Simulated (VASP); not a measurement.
# Ge (I4_1/amd) in VASP: a series of runs, part 2 of 2

VASP 6.6.1. The steps go on from the part before.

## (3) Single point, PBE (zz strain of +2 %)

INCAR

```
PREC = Accurate
ENCUT = 520
EDIFF = 1E-6
ISMEAR = -1
SIGMA = 0.05
LREAL = False
LASPH = True
NELM = 100
ALGO = Normal
ISIF = 2
LWAVE = False
LCHARG = False
GGA = PE
NBANDS = 21
```

KPOINTS

```
Automatic mesh
0
Gamma
  10 10 10
```

POSCAR

```
Ge
1.0
    0.0000000000      2.8287700000      2.8853454000
    2.8287700000      0.0000000000      2.8853454000
    2.8287700000      2.8287700000      0.0000000000
Ge
2
Direct
    0.5000000000      0.5000000000      0.5000000000
    0.7500000000      0.7500000000      0.7500000000
```

Potentials or basis: VASP PAW PBE potentials, release 64 (Ge_d).

Run with:

```sh
$ cat potpaw_PBE.64/Ge_d/POTCAR > POTCAR
$ mpirun -np 1 vasp_std > vasp.out
```

OUTCAR:

```text
PREC = Accurate
   ENCUT = 520
   EDIFF = 1E-6
   ISMEAR = -1
   LREAL = False
   LASPH = True
   NELM = 100
   ISIF = 2
   GGA = PE

 ion  position               nearest neighbor table
   1  0.500  0.500  0.500-   2 2.47   2 2.47   2 2.47   2 2.47
   2  0.750  0.750  0.750-   1 2.47   1 2.47   1 2.47   1 2.47

  LATTYP: Found a body centered tetragonal cell.
 ALAT       =     4.0004848988
 C/A-ratio  =     1.4424978336

  Lattice vectors:

[... 761 lines left out ...]

 [... further k-points ...]

------------------------ aborting loop because EDIFF is reached ----------------------------------------

  FORCE on cell =-STRESS in cart. coord.  units (eV):
  Direction    XX          YY          ZZ          XY          YZ          ZX
  --------------------------------------------------------------------------------------
  -------------------------------------------------------------------------------------
  Total        0.7505589      0.7505589      0.3450536      0.0000000     -0.0000000      0.0000000
  in kB       26.0418760     26.0418760     11.9722012      0.0000000     -0.0000000      0.0000000
  external PRESSURE =      21.3519844 kB  Pullay stress =       0.0000000 kB

 VOLUME and BASIS-vectors are now :
 -----------------------------------------------------------------------------
  energy-cutoff  :      520.00
  volume of cell :       46.18
      direct lattice vectors                 reciprocal lattice vectors
     0.000000000  2.828770000  2.885345400    -0.176755268  0.176755268  0.173289479
     2.828770000  0.000000000  2.885345400     0.176755268 -0.176755268  0.173289479
     2.828770000  2.828770000  0.000000000     0.176755268  0.176755268 -0.173289479

 POSITION                                       TOTAL-FORCE (eV/Angst)
 -----------------------------------------------------------------------------------
      2.82877      2.82877      2.88535        -0.000000     -0.000000      0.000000
      4.24315      4.24315      4.32802         0.000000      0.000000     -0.000000
 -----------------------------------------------------------------------------------
    total drift:                                0.000000     -0.000000     -0.000000

  FREE ENERGIE OF THE ION-ELECTRON SYSTEM (eV)
  ---------------------------------------------------
  free  energy   TOTEN  =        -9.0205250854 eV

  energy  without entropy=       -9.0199448997  energy(sigma->0) =       -9.02023499
```

OSZICAR:

```text
N       E                     dE             d eps       ncg     rms          rms(c)
DAV:   1     0.196159330015E+03    0.19616E+03   -0.14624E+04  4748   0.362E+03
DAV:   2     0.195434729891E+02   -0.17662E+03   -0.17103E+03  4309   0.623E+02
DAV:   3    -0.813836229313E+01   -0.27682E+02   -0.27514E+02  4954   0.145E+02
DAV:   4    -0.908621449539E+01   -0.94785E+00   -0.94739E+00  4819   0.315E+01
DAV:   5    -0.910190631936E+01   -0.15692E-01   -0.15691E-01  4909   0.450E+00    0.312E+00
DAV:   6    -0.904739243839E+01    0.54514E-01   -0.21159E-02  4908   0.146E+00    0.185E+00
DAV:   7    -0.901864918771E+01    0.28743E-01   -0.45368E-02  4700   0.193E+00    0.145E-01
DAV:   8    -0.902029184470E+01   -0.16427E-02   -0.56765E-03  4814   0.921E-01    0.433E-02
DAV:   9    -0.902050591163E+01   -0.21407E-03   -0.25334E-04  4804   0.175E-01    0.138E-02
DAV:  10    -0.902052283946E+01   -0.16928E-04   -0.33206E-05  4998   0.636E-02    0.608E-03
DAV:  11    -0.902052503057E+01   -0.21911E-05   -0.53460E-06  4051   0.321E-02    0.183E-03
DAV:  12    -0.902052508545E+01   -0.54884E-07   -0.21563E-07  3261   0.665E-03
   1 F= -.90205251E+01 E0= -.90202350E+01  d E =-.580186E-03
```

It took 32 s on 1 thread of Intel Xeon 6975P-C (Granite Rapids), shared host; peak memory 0.21 GiB.

Results:

```yaml
Free_energy: -9.0205 eV
Pressure: 2.1 GPa
Band_gap_on_the_k_mesh: zero (filled and empty bands touch)
```

Levels at points of the mesh, in eV from the Fermi level:
```tsv
k point	band 12	band 13	band 14	band 15	band 16	band 17
(0.00, 0.00, 0.00)	-0.17	-0.12	0.03	0.03	2.49	2.49
(0.50, 0.00, 0.00)	-7.53	-1.48	-1.31	0.10	3.67	3.78
(0.50, 0.50, 0.00)	-8.89	-2.93	-2.93	0.86	0.86	9.32
(0.50, 0.00, 0.50)	-8.80	-3.07	-3.07	0.71	0.71	9.32
```

Caveat: the cell differs from its parent crystal (zz strain of +2 %); semilocal functionals underestimate gaps, so a narrow gap can read as zero.

## (4) Single point, PBE (zz strain of +3 %)

INCAR

```
SYSTEM = Ge
PREC     = Accurate       ! precision mode
ENCUT    = 520            ! plane-wave cutoff, eV
EDIFF    = 1E-6           ! SCF threshold, eV
ISMEAR   = -1             ! smearing method
SIGMA    = 0.05           ! smearing width, eV
LREAL    = .FALSE.        ! projectors in reciprocal space
LASPH    = .TRUE.         ! aspherical terms in the spheres
NELM     = 60             ! most SCF steps
ALGO     = Normal         ! electronic algorithm
ISIF     = 2              ! what is computed and relaxed
LWAVE    = .FALSE.        ! write WAVECAR
LCHARG   = .FALSE.        ! write CHGCAR
GGA      = PE             ! functional
NBANDS   = 21             ! bands
```

KPOINTS

```
Automatic mesh
0
G
  10 10 10
  0 0 0
```

POSCAR

```
Ge
1.0
    0.0000000000      2.8287700000      2.9136331000
    2.8287700000      0.0000000000      2.9136331000
    2.8287700000      2.8287700000      0.0000000000
Ge
2
Direct
    0.5000000000      0.5000000000      0.5000000000
    0.7500000000      0.7500000000      0.7500000000
```

Run with:

```sh
$ cat potpaw_PBE.64/Ge_d/POTCAR > POTCAR
$ mpirun -np 1 vasp_std > vasp.out
```

Wall time 33 s (1 thread of Intel Xeon 6975P-C (Granite Rapids), shared host); peak memory 0.21 GiB.

It converged, with:

```
Free energy            : -9.0225 eV
Pressure               : 1.5 GPa
Band gap on the k mesh : zero (filled and empty bands touch)
```

Stress tensor (GPa, compression positive):
```
2.17 0.00 0.00
0.00 2.17 0.00
0.00 0.00 0.05
```

Levels at points of the mesh, in eV from the Fermi level:
```tsv
k point	band 10	band 11	band 12	band 13	band 14	band 15	band 16	band 17	band 18	band 19
(0.00, 0.00, 0.00)	-24.55	-12.56	-0.25	-0.17	0.06	0.06	2.48	2.48	2.63	6.34
(0.50, 0.00, 0.00)	-24.52	-10.54	-7.48	-1.50	-1.24	0.07	3.65	3.81	7.11	10.31
(0.50, 0.50, 0.00)	-24.50	-8.88	-8.88	-2.85	-2.85	0.93	0.93	9.23	9.23	11.21
(0.50, 0.00, 0.50)	-24.51	-8.74	-8.74	-3.05	-3.05	0.70	0.70	9.22	9.22	11.27
```

Caveat: the cell differs from its parent crystal (zz strain of +3 %); semilocal functionals underestimate gaps, so a narrow gap can read as zero.

## (5) Single point, PBE (equal xx and yy strain of +2 %)

INCAR

```
SYSTEM = Ge
  ALGO = Normal
  EDIFF = 1E-7
  ENCUT = 520
  GGA = PE
  ISIF = 2
  ISMEAR = -1
  LASPH = .TRUE.
  LCHARG = .TRUE.
  LELF = .TRUE.
  LREAL = .FALSE.
  LVHAR = .TRUE.
  LWAVE = .FALSE.
  NBANDS = 21
  NELM = 60
  PREC = Accurate
  SIGMA = 0.05
```

KPOINTS

```
k-points
0
G
  10 10 10
  0 0 0
```

POSCAR

```
Ge
1.0
    0.0000000000      2.8853454000      2.8287700000
    2.8853454000      0.0000000000      2.8287700000
    2.8853454000      2.8853454000      0.0000000000
Ge
2
Direct
    0.5000000000      0.5000000000      0.5000000000
    0.7500000000      0.7500000000      0.7500000000
```

Potentials or basis: VASP PAW PBE potentials, release 64 (Ge_d).

Run with:

```sh
$ cat potpaw_PBE.64/Ge_d/POTCAR > POTCAR
$ mpirun -np 1 vasp_std > vasp.out
```

OUTCAR:

```text
SYSTEM = Ge
   EDIFF = 1E-7
   ENCUT = 520
   GGA = PE
   ISIF = 2
   ISMEAR = -1
   LASPH = .TRUE.
   LREAL = .FALSE.
   NELM = 60
   PREC = Accurate

 ion  position               nearest neighbor table
   1  0.500  0.500  0.500-   2 2.48   2 2.48   2 2.48   2 2.48
   2  0.750  0.750  0.750-   1 2.48   1 2.48   1 2.48   1 2.48

  LATTYP: Found a body centered tetragonal cell.
 ALAT       =     4.0804945968
 C/A-ratio  =     1.3864838847

  Lattice vectors:

 A1 = (   0.0000000000,  -2.8853454000,  -2.8287700000)
 A2 = (   0.0000000000,   2.8853454000,  -2.8287700000)
 A3 = (   2.8853454000,   0.0000000000,   2.8287700000)

Analysis of symmetry for initial positions (statically):
=====================================================================
 Subroutine PRICEL returns:
 Original cell was already a primitive cell.

 Routine SETGRP: Setting up the symmetry group for a
 body centered tetragonal supercell.

 Subroutine GETGRP returns: Found 16 space group operations
 (whereof  8 operations were pure point group operations)
 out of a pool of 16 trial point group operations.

The static configuration has the point symmetry D_2d.
 The point group associated with its full space group is D_4h.

[... 159 lines left out ...]

 E-fermi :   4.6047     XC(G=0):  -9.7392

 val. band max:        4.5671251305   @ k =   0.0000   0.0000   0.0000
 cond. band min:       4.6764429763   @ k =   0.5000   0.0000   0.0000
 fundamental gap:      0.1093178458
 Fermi energy:         4.6047454688

 k-point     1 :       0.0000    0.0000    0.0000
  band No.  band energies     occupation
      1     -20.1498      2.00000
      2     -20.1458      2.00000
      3     -20.1458      2.00000
      4     -20.1144      2.00000
      5     -20.1134      2.00000
      6     -19.9266      2.00000
[... 565 lines left out ...]
     20      16.1270      0.00000
     21      16.1403      0.00000

 [... further k-points ...]

------------------------ aborting loop because EDIFF is reached ----------------------------------------

  FORCE on cell =-STRESS in cart. coord.  units (eV):
  Direction    XX          YY          ZZ          XY          YZ          ZX
  --------------------------------------------------------------------------------------
  -------------------------------------------------------------------------------------
  Total        0.1115210      0.1115210      0.4906767      0.0000000      0.0000000      0.0000000
  in kB        3.7935349      3.7935349     16.6910174      0.0000000      0.0000000      0.0000000
  external PRESSURE =       8.0926957 kB  Pullay stress =       0.0000000 kB

 VOLUME and BASIS-vectors are now :
 -----------------------------------------------------------------------------
  energy-cutoff  :      520.00
  volume of cell :       47.10
      direct lattice vectors                 reciprocal lattice vectors
     0.000000000  2.885345400  2.828770000    -0.173289479  0.173289479  0.176755268
     2.885345400  0.000000000  2.828770000     0.173289479 -0.173289479  0.176755268
     2.885345400  2.885345400  0.000000000     0.173289479  0.173289479 -0.176755268

 POSITION                                       TOTAL-FORCE (eV/Angst)
 -----------------------------------------------------------------------------------
      2.88535      2.88535      2.82877         0.000000      0.000000      0.000000
      4.32802      4.32802      4.24315        -0.000000     -0.000000     -0.000000
 -----------------------------------------------------------------------------------
    total drift:                                0.000000     -0.000000     -0.000000

  FREE ENERGIE OF THE ION-ELECTRON SYSTEM (eV)
  ---------------------------------------------------
  free  energy   TOTEN  =        -9.0296006161 eV

  energy  without entropy=       -9.0288297142  energy(sigma->0) =       -9.02921517
```

It took 34 s on 1 thread of Intel Xeon 6975P-C (Granite Rapids), shared host; peak memory 0.22 GiB.

What came out:

```yaml
Free_energy: -9.0296 eV
Pressure: 0.8 GPa
Band_gap_on_the_k_mesh: 0.11 eV (least direct gap 0.15 eV)
```

Caveat: the cell differs from its parent crystal (equal xx and yy strain of +2 %). A k mesh can miss the band edges.

## (6) Summary

```tsv
cell	gap on the mesh (eV)	pressure (GPa)
a = 4.021, b = 4.021, c = 4.000 Å, angles 60.2, 60.2, 59.7°, 2 atoms	none	2.8
a = 4.041, b = 4.041, c = 4.000 Å, angles 60.3, 60.3, 59.3°, 2 atoms	none	2.1
a = 4.061, b = 4.061, c = 4.000 Å, angles 60.5, 60.5, 59.0°, 2 atoms	none	1.5
a = 4.041, b = 4.041, c = 4.080 Å, angles 59.7, 59.7, 60.7°, 2 atoms	0.11	0.8
```

Alike in all rows: task single point; level PBE; potentials or basis VASP PAW PBE potentials, release 64 (Ge_d); no spin polarisation; k mesh 10 × 10 × 10; cutoff (eV) 520; smearing fermi-dirac 0.05 eV.

Caveats: semilocal functionals underestimate gaps, so a narrow gap can read as zero (at least some runs).

Total energies depend on the potentials used, so only differences within one code and one set of settings carry meaning.
